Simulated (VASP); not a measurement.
# Sc5Al (P-62m) in VASP: further runs

Sc5Al is run at these levels: PBE; tasks: single point.

Everything below comes from runs of VASP 6.6.1. Logs are shortened: lines on timing, memory, paths and dates and some standing lists are left out, and cuts for length are marked.

## 1. The cell of the first run

The structure is hexagonal, space group P-62m (No. 189). The conventional cell has a = 5.591 Å, b = 5.591 Å, c = 5.065 Å, α = 90.00°, β = 90.00°, γ = 120.00°. Sc (site symmetry m2m) has 10 Sc at 3.05 to 3.32 Å and 2 Al at 3.08 Å within 4.0 Å. Within 4.2 Å of Sc (site symmetry -6) lie 9 Sc at 3.18 to 3.23 Å and 3 Al at 3.23 Å. Within 4.1 Å of Al (site symmetry -62m) lie 12 Sc at 3.08 to 3.23 Å.

## 2. Single point, PBE

INCAR reads:

```
ALGO     = Fast           # electronic algorithm
EDIFF    = 1E-6           # SCF threshold, eV
ENCUT    = 520            # plane-wave cutoff, eV
GGA      = PE             # functional
ISIF     = 2              # what is computed and relaxed
ISMEAR   = 0              # smearing method
LASPH    = True           # aspherical terms in the spheres
LCHARG   = False          # write CHGCAR
LREAL    = False          # projectors in reciprocal space
LWAVE    = False          # write WAVECAR
NBANDS   = 38             # bands
NELM     = 100            # most SCF steps
PREC     = Accurate       # precision mode
SIGMA    = 0.1            # smearing width, eV
```

KPOINTS reads:

```
k-points
0
Gamma
  6 6 4
```

POSCAR reads:

```
Sc5Al
1.0
    5.5912330000      0.0000000000      0.0000000000
   -2.7956165000      4.8421498000      0.0000000000
    0.0000000000      0.0000000000      5.0647470000
Sc Al
5 1
Direct
    0.0000000000      0.6850360000      0.0000000000
    0.6850360000      0.0000000000      0.0000000000
    0.3149640000      0.3149640000      0.0000000000
    0.3333333000      0.6666667000      0.5000000000
    0.6666667000      0.3333333000      0.5000000000
    0.0000000000      0.0000000000      0.5000000000
```

Potentials or basis: VASP PAW PBE potentials, release 64 (Sc_sv, Al).

On the command line:

```sh
cat potpaw_PBE.64/Sc_sv/POTCAR potpaw_PBE.64/Al/POTCAR > POTCAR
mpirun -np 1 vasp_std > vasp.out
```

OUTCAR:

```text
EDIFF = 1E-6
   ENCUT = 520
   GGA = PE
   ISIF = 2
   ISMEAR = 0
   LASPH = True
   LREAL = False
   NELM = 100
   PREC = Accurate

 ion  position               nearest neighbor table
   1  0.000  0.685  0.000-   3 3.05   2 3.05   6 3.08   6 3.08   4 3.18   4 3.18   5 3.18   5 3.18
                             2 3.32   3 3.32   3 3.32   2 3.32
   2  0.685  0.000  0.000-   3 3.05   1 3.05   6 3.08   6 3.08   5 3.18   5 3.18   4 3.18   4 3.18
                             1 3.32   3 3.32   3 3.32   1 3.32
   3  0.315  0.315  0.000-   1 3.05   2 3.05   6 3.08   6 3.08   4 3.18   4 3.18   5 3.18   5 3.18
                             2 3.32   1 3.32   1 3.32   2 3.32
   4  0.333  0.667  0.500-   1 3.18   1 3.18   2 3.18   2 3.18   3 3.18   3 3.18   5 3.23   6 3.23
                             5 3.23   6 3.23   6 3.23   5 3.23
   5  0.667  0.333  0.500-   2 3.18   2 3.18   1 3.18   1 3.18   3 3.18   3 3.18   4 3.23   6 3.23
                             4 3.23   6 3.23   6 3.23   4 3.23
   6  0.000  0.000  0.500-   1 3.08   3 3.08   1 3.08   3 3.08   2 3.08   2 3.08   5 3.23   4 3.23
                             4 3.23   5 3.23   5 3.23   4 3.23

  LATTYP: Found a hexagonal cell.
 ALAT       =     5.5912330000
 C/A-ratio  =     0.9058372277

  Lattice vectors:

 A1 = (   5.5912330000,   0.0000000000,   0.0000000000)
 A2 = (  -2.7956165000,   4.8421498000,   0.0000000000)
 A3 = (   0.0000000000,   0.0000000000,   5.0647470000)

Analysis of symmetry for initial positions (statically):
=====================================================================
 Subroutine PRICEL returns:
 Original cell was already a primitive cell.

 Routine SETGRP: Setting up the symmetry group for a
 hexagonal supercell.

 Subroutine GETGRP returns: Found 12 space group operations
 (whereof 12 operations were pure point group operations)
 out of a pool of 24 trial point group operations.

The static configuration has the point symmetry D_3h.

Analysis of symmetry for dynamics (positions and initial velocities):
=====================================================================
 Subroutine PRICEL returns:
 Original cell was already a primitive cell.

 Routine SETGRP: Setting up the symmetry group for a
 hexagonal supercell.

 Subroutine GETGRP returns: Found 12 space group operations
 (whereof 12 operations were pure point group operations)
 out of a pool of 24 trial point group operations.

The dynamic configuration has the point symmetry D_3h.

 Subroutine INISYM returns: Found 12 space group operations
 (whereof 12 operations are pure point group operations),
 and found     1 'primitive' translations

----------------------------------------------------------------------------------------

                                     Primitive cell

  volume of cell :     137.1209

  direct lattice vectors                    reciprocal lattice vectors
     5.591233000  0.000000000  0.000000000     0.178851427  0.103259920  0.000000000
    -2.795616500  4.842149800  0.000000000     0.000000000  0.206519840  0.000000000
     0.000000000  0.000000000  5.064747000     0.000000000  0.000000000  0.197443229

  length of vectors
     5.591233000  5.591232986  5.064747000     0.206519839  0.206519840  0.197443229

  position of ions in fractional coordinates (direct lattice)
     0.000000000  0.685036000  0.000000000
     0.685036000  0.000000000  0.000000000
     0.314964000  0.314964000  0.000000000
     0.333333300  0.666666700  0.500000000
     0.666666700  0.333333300  0.500000000
     0.000000000  0.000000000  0.500000000

  ion indices of the primitive-cell ions
   primitive index   ion index
                 1           1
                 2           2
                 3           3
                 4           4
                 5           5
                 6           6

----------------------------------------------------------------------------------------

 KPOINTS: k-points

Automatic generation of k-mesh.
 Grid dimensions read from file:
 generate k-points for:    6    6    4

 Generating k-lattice:
[... 45 lines left out ...]
 NGX is ok and might be reduce to    42

 number of electron      58.0000004 magnetization

 Free energy of the ion-electron system (eV)
  ---------------------------------------------------
  ext. energy  EPLUGINS =         0.00000000
  ---------------------------------------------------
  free energy    TOTEN  =       -35.66485471 eV

  energy without entropy =      -35.60357786  energy(sigma->0) =      -35.63421628

 E-fermi :   4.1816     XC(G=0):  -9.9951

 val. band max:        4.1781301895   @ k =   0.3333   0.0000   0.0000
 cond. band min:       4.1837059588   @ k =   0.1667   0.0000   0.2500
 fundamental gap:      0.0055757693
 Fermi energy:         4.1815880131

 k-point     1 :       0.0000    0.0000    0.0000
  band No.  band energies     occupation
      1     -45.1830      2.00000
      2     -45.1345      2.00000
      3     -45.0883      2.00000
      4     -45.0450      2.00000
      5     -45.0450      2.00000
      6     -23.9924      2.00000
[... 30 lines left out ...]
     37       6.0699      0.00000
     38       6.2921      0.00000

 k-point     2 :       0.1667    0.0000    0.0000
  band No.  band energies     occupation
      1     -45.1796      2.00000
      2     -45.1372      2.00000
      3     -45.0865      2.00000
      4     -45.0468      2.00000
      5     -45.0457      2.00000
      6     -23.9819      2.00000
[... 30 lines left out ...]
     37       6.1016      0.00000
     38       6.1984      0.00000

 k-point     3 :       0.3333    0.0000    0.0000
  band No.  band energies     occupation
      1     -45.1713      2.00000
      2     -45.1443      2.00000
      3     -45.0822      2.00000
      4     -45.0510      2.00000
      5     -45.0470      2.00000
      6     -23.9540      2.00000
[... 30 lines left out ...]
     37       6.0758      0.00000
[... 658 lines left out ...]
 k-point    20 :       0.3333    0.1667    0.5000
  band No.  band energies     occupation
      1     -45.1572      2.00000
      2     -45.1458      2.00000
      3     -45.0827      2.00000
      4     -45.0583      2.00000
      5     -45.0519      2.00000
      6     -23.9625      2.00000
[... 30 lines left out ...]
     37       5.7216      0.00000
     38       6.2676      0.00000

 k-point    21 :       0.3333    0.3333    0.5000
  band No.  band energies     occupation
      1     -45.1515      2.00000
      2     -45.1515      2.00000
      3     -45.0788      2.00000
      4     -45.0571      2.00000
      5     -45.0571      2.00000
      6     -23.9706      2.00000
[... 30 lines left out ...]
     37       5.5891      0.00000
     38       6.2563      0.00000

------------------------ aborting loop because EDIFF is reached ----------------------------------------

  FORCE on cell =-STRESS in cart. coord.  units (eV):
  Direction    XX          YY          ZZ          XY          YZ          ZX
  --------------------------------------------------------------------------------------
  -------------------------------------------------------------------------------------
  Total       -0.0175167     -0.0175167      0.1306213      0.0000000      0.0000000      0.0000000
  in kB       -0.2046720     -0.2046720      1.5262338      0.0000000      0.0000000      0.0000000
  external PRESSURE =       0.3722966 kB  Pullay stress =       0.0000000 kB

 VOLUME and BASIS-vectors are now :
 -----------------------------------------------------------------------------
  energy-cutoff  :      520.00
  volume of cell :      137.12
      direct lattice vectors                 reciprocal lattice vectors
     5.591233000  0.000000000  0.000000000     0.178851427  0.103259920  0.000000000
    -2.795616500  4.842149800  0.000000000     0.000000000  0.206519840  0.000000000
     0.000000000  0.000000000  5.064747000     0.000000000  0.000000000  0.197443229

 POSITION                                       TOTAL-FORCE (eV/Angst)
 -----------------------------------------------------------------------------------
     -1.91510      3.31705      0.00000        -0.002728      0.004725     -0.000000
      3.83020      0.00000      0.00000         0.005455     -0.000000     -0.000000
      0.88052      1.52510      0.00000        -0.002728     -0.004725      0.000000
     -0.00000      3.22810      2.53237        -0.000000      0.000000      0.000000
      2.79562      1.61405      2.53237        -0.000000      0.000000      0.000000
      0.00000      0.00000      2.53237        -0.000000     -0.000000      0.000000
 -----------------------------------------------------------------------------------
    total drift:                               -0.000000     -0.000000      0.000000

  FREE ENERGIE OF THE ION-ELECTRON SYSTEM (eV)
  ---------------------------------------------------
  free  energy   TOTEN  =       -35.6648547082 eV

  energy  without entropy=      -35.6035778567  energy(sigma->0) =      -35.63421628
```

Run time: 2.8 min. Hardware: 1 thread of Intel Xeon Platinum 8488C (Sapphire Rapids), shared host; peak memory 0.29 GiB.

Results:

```yaml
Free_energy: -35.6649 eV
Pressure: 0.0 GPa
Largest_force: 0.005 eV/Å
Band_gap_on_the_k_mesh: zero (bands 29 and 30 overlap by 0.51 eV)
```

Forces in eV/Å, atoms in the order of the input:
```
Sc  -0.003  0.005  0.000
Sc   0.005  0.000  0.000
Sc  -0.003 -0.005  0.000
Sc   0.000  0.000  0.000
Sc   0.000  0.000  0.000
Al   0.000  0.000  0.000
```

Stress tensor (GPa, compression positive):
```
-0.02  0.00  0.00
 0.00 -0.02  0.00
 0.00  0.00  0.15
```

Levels at points of the mesh, in eV from the Fermi level:
```
           k point  band 27  band 28  band 29  band 30  band 31  band 32
(0.00, 0.00, 0.00)    -0.51    -0.33    -0.33    -0.24    -0.24     0.81
(0.50, 0.00, 0.00)    -0.58    -0.35    -0.04     0.02     0.08     0.73
(0.00, 0.00, 0.50)    -0.32    -0.23     0.13     0.38     0.38     0.38
(0.50, 0.00, 0.50)    -0.45     0.01     0.22     0.36     0.52     0.80
```

## 3. Single point, PBE (20.11 Å³/atom)

This run uses another cell than the first one, of 20.11 Å³/atom.

INCAR reads:

```
  ALGO = Fast
  EDIFF = 1E-6
  ENCUT = 520
  GGA = PE
  ISIF = 2
  ISMEAR = 0
  LASPH = T
  LCHARG = F
  LREAL = F
  LWAVE = F
  NBANDS = 38
  NELM = 80
  PREC = Accurate
  SIGMA = 0.1
```

KPOINTS reads:

```
k-points
0
Gamma
  12 12 8
```

POSCAR reads:

```
Sc5Al
1.0
    5.3378527761      0.0000000000      0.0000000000
   -2.6689263880      4.6227161058      0.0000000000
    0.0000000000      0.0000000000      4.8901527538
Sc Al
5 1
Direct
    0.0000000000      0.6857183119      0.0000000000
    0.6857183119      0.0000000000      0.0000000000
    0.3142816881      0.3142816881      0.0000000000
    0.3333333333      0.6666666667      0.5000000000
    0.6666666667      0.3333333333      0.5000000000
    0.0000000000      0.0000000000      0.5000000000
```

Potentials or basis: VASP PAW PBE potentials, release 64 (Sc_sv, Al).

On the command line:

```sh
cat potpaw_PBE.64/Sc_sv/POTCAR potpaw_PBE.64/Al/POTCAR > POTCAR
mpirun -np 1 vasp_std > vasp.out
```

It took 9 min on 1 thread of Intel Xeon Platinum 8488C (Sapphire Rapids), shared host; peak memory 0.46 GiB.

It converged, with:

* Free energy: -35.2200 eV
* Pressure: 9.3 GPa
* Largest force: 0.010 eV/Å
* Band gap on the k mesh: zero (bands 29 and 30 overlap by 0.55 eV)

Forces in eV/Å, atoms in the order of the input:
```
Sc   0.005 -0.009  0.000
Sc  -0.010  0.000  0.000
Sc   0.005  0.009  0.000
Sc   0.000  0.000  0.000
Sc   0.000  0.000  0.000
Al   0.000  0.000  0.000
```

Levels at points of the mesh, in eV from the Fermi level:
| k point | band 25 | band 26 | band 27 | band 28 | band 29 | band 30 | band 31 | band 32 | band 33 | band 34 |
| --- | --- | --- | --- | --- | --- | --- | --- | --- | --- | --- |
| (0.00, 0.00, 0.00) | -0.86 | -0.64 | -0.52 | -0.52 | -0.39 | -0.16 | -0.16 | 0.97 | 1.54 | 1.81 |
| (0.50, 0.00, 0.00) | -1.41 | -0.89 | -0.76 | -0.48 | -0.01 | 0.00 | 0.06 | 0.77 | 1.00 | 1.41 |
| (0.00, 0.00, 0.50) | -0.81 | -0.36 | -0.36 | -0.19 | 0.13 | 0.49 | 0.49 | 0.51 | 0.54 | 0.54 |
| (0.50, 0.00, 0.50) | -1.70 | -1.51 | -0.41 | 0.03 | 0.19 | 0.37 | 0.47 | 0.84 | 0.92 | 1.15 |

Caveat: the cell stands under pressure.

## 4. Single point, PBE (20.80 Å³/atom)

This run uses another cell than the first one, of 20.80 Å³/atom.

INCAR reads:

```
PREC = Accurate
ENCUT = 520
EDIFF = 1E-6
ISMEAR = 0
SIGMA = 0.1
LREAL = F
LASPH = T
NELM = 80
ALGO = Fast
ISIF = 2
LWAVE = F
LCHARG = F
GGA = PE
NBANDS = 38
```

KPOINTS reads:

```
Automatic mesh
0
Gamma
  12 12 8
```

POSCAR reads:

```
Sc5Al
1.0
    5.4036303341      0.0000000000      0.0000000000
   -2.7018151670      4.6796811420      0.0000000000
    0.0000000000      0.0000000000      4.9344990098
Sc Al
5 1
Direct
    0.0000000000      0.6855090313      0.0000000000
    0.6855090313      0.0000000000      0.0000000000
    0.3144909687      0.3144909687      0.0000000000
    0.3333333333      0.6666666667      0.5000000000
    0.6666666667      0.3333333333      0.5000000000
    0.0000000000      0.0000000000      0.5000000000
```

On the command line:

```sh
cat potpaw_PBE.64/Sc_sv/POTCAR potpaw_PBE.64/Al/POTCAR > POTCAR
mpirun -np 1 vasp_std > vasp.out
```

Wall time 9.2 min (1 thread of Intel Xeon Platinum 8488C (Sapphire Rapids), shared host); peak memory 0.47 GiB.

The run converged. Its results:

```
Free energy            : -35.4252 eV
Pressure               : 6.5 GPa
Largest force          : 0.013 eV/Å
Band gap on the k mesh : zero (bands 29 and 30 overlap by 0.56 eV)
```

Forces on the atoms (eV/Å):
```
Sc   0.006 -0.011  0.000
Sc  -0.013  0.000  0.000
Sc   0.006  0.011  0.000
Sc   0.000  0.000  0.000
Sc   0.000  0.000  0.000
Al   0.000  0.000  0.000
```

Levels at points of the mesh, in eV from the Fermi level:
```tsv
k point	band 27	band 28	band 29	band 30	band 31	band 32
(0.00, 0.00, 0.00)	-0.47	-0.47	-0.43	-0.19	-0.19	0.92
(0.50, 0.00, 0.00)	-0.71	-0.44	0.00	0.01	0.04	0.76
(0.00, 0.00, 0.50)	-0.35	-0.20	0.13	0.46	0.46	0.47
(0.50, 0.00, 0.50)	-0.42	0.03	0.19	0.37	0.49	0.83
```

Caveat: the cell stands under pressure.

## 5. Single point, PBE

This run uses another cell than the first one: it holds 12 atoms, not 6.

INCAR reads:

```
SYSTEM = Sc5Al
PREC = Accurate
ENCUT = 520
EDIFF = 1E-6
ISMEAR = 0
SIGMA = 0.2
LREAL = .False.
LASPH = .True.
NELM = 100
ALGO = Fast
ISIF = 2
LWAVE = .False.
LCHARG = .False.
GGA = PE
NBANDS = 70
```

KPOINTS reads:

```
regular mesh
0
Gamma
  4 4 2
  0 0 0
```

POSCAR reads:

```
Sc5Al
1.0
    0.0000000000      0.0000000000      5.0647470000
    5.5912329905      0.0000000000      0.0000000000
    0.0000000000      9.6842996165      0.0000000000
Sc Al
10 2
Direct
    0.0000000000      0.6574820000      0.3425180000
    0.0000000000      0.1574820000      0.8425180000
    0.0000000000      0.6850360000      0.0000000000
    0.0000000000      0.1850360000      0.5000000000
    0.0000000000      0.1574820000      0.1574820000
    0.0000000000      0.6574820000      0.6574820000
    0.5000000000      0.0000000000      0.3333333333
    0.5000000000      0.5000000000      0.8333333333
    0.5000000000      0.5000000000      0.1666666667
    0.5000000000      0.0000000000      0.6666666667
    0.5000000000      0.0000000000      0.0000000000
    0.5000000000      0.5000000000      0.5000000000
```

On the command line:

```sh
cat potpaw_PBE.64/Sc_sv/POTCAR potpaw_PBE.64/Al/POTCAR > POTCAR
mpirun -np 1 vasp_std > vasp.out
```

It took 12 min on 1 thread of Intel Xeon Platinum 8488C (Sapphire Rapids), shared host; peak memory 0.49 GiB.

Results (log left out):

```yaml
Free_energy: -71.4897 eV
Pressure: 0.1 GPa
Largest_force: 0.013 eV/Å
Band_gap_on_the_k_mesh: zero (bands 58 and 59 overlap by 0.47 eV)
```

Forces on the atoms (eV/Å):
```
Sc   0.001 -0.010  0.000
Sc   0.001 -0.010  0.000
Sc  -0.002  0.000  0.000
Sc  -0.002  0.000  0.000
Sc   0.001  0.010  0.000
Sc   0.001  0.010  0.000
Sc   0.001 -0.013  0.000
Sc   0.001 -0.013  0.000
Sc   0.001  0.013  0.000
Sc   0.001  0.013  0.000
Al  -0.001  0.000  0.000
Al  -0.001  0.000  0.000
```

Stress tensor (GPa, compression positive):
```
0.02 0.00 0.00
0.00 0.07 0.00
0.00 0.00 0.14
```

Levels at points of the mesh, in eV from the Fermi level:
```csv
k point,band 55,band 56,band 57,band 58,band 59,band 60,band 61,band 62
"(0.00, 0.00, 0.00)",-0.36,-0.34,-0.34,-0.25,-0.25,-0.05,0.00,0.07
"(0.50, 0.00, 0.00)",-0.25,0.00,0.12,0.21,0.35,0.36,0.37,0.38
"(0.00, 0.50, 0.00)",-0.27,-0.27,-0.25,-0.25,-0.07,-0.07,0.17,0.17
"(0.50, 0.50, 0.00)",-0.15,-0.15,0.20,0.20,0.31,0.31,0.45,0.45
"(0.00, 0.00, 0.50)",-0.35,-0.35,-0.24,-0.24,-0.07,-0.07,-0.04,-0.04
"(0.50, 0.00, 0.50)",-0.11,-0.11,0.19,0.19,0.20,0.20,0.40,0.40
"(0.00, 0.50, 0.50)",-0.36,-0.36,-0.06,-0.06,0.00,0.00,0.07,0.07
"(0.50, 0.50, 0.50)",0.00,0.00,0.21,0.21,0.35,0.35,0.50,0.50
```

## 6. Overview

| cell | k mesh | smearing | further INCAR settings | gap on the mesh (eV) | pressure (GPa) | largest force (eV/Å) |
| --- | --- | --- | --- | --- | --- | --- |
| a = 5.591, b = 5.591, c = 5.065 Å, angles 90.0, 90.0, 120.0°, 6 atoms, atomic positions A | 6 × 6 × 4 | gaussian 0.1 eV | ALGO = Fast; EDIFF = 1e-06; NBANDS = 38 | none | 0.0 | 0.01 |
| a = 5.338, b = 5.338, c = 4.890 Å, angles 90.0, 90.0, 120.0°, 6 atoms, atomic positions B | 12 × 12 × 8 | gaussian 0.1 eV | ALGO = Fast; EDIFF = 1e-06; NBANDS = 38 | none | 9.3 | 0.01 |
| a = 5.404, b = 5.404, c = 4.934 Å, angles 90.0, 90.0, 120.0°, 6 atoms, atomic positions C | 12 × 12 × 8 | gaussian 0.1 eV | ALGO = Fast; EDIFF = 1e-06; NBANDS = 38 | none | 6.5 | 0.01 |
| a = 5.065, b = 5.591, c = 9.684 Å, 12 atoms, atomic positions D | 4 × 4 × 2 | gaussian 0.2 eV | ALGO = Fast; EDIFF = 1e-06; NBANDS = 70 | none | 0.1 | 0.01 |

Alike in all rows: task single point; level PBE; potentials or basis VASP PAW PBE potentials, release 64 (Sc_sv, Al); no spin polarisation; cutoff (eV) 520.

Caveats: the cell stands under pressure (at least some runs).

Absolute energies hang on the potentials; compare differences alone.
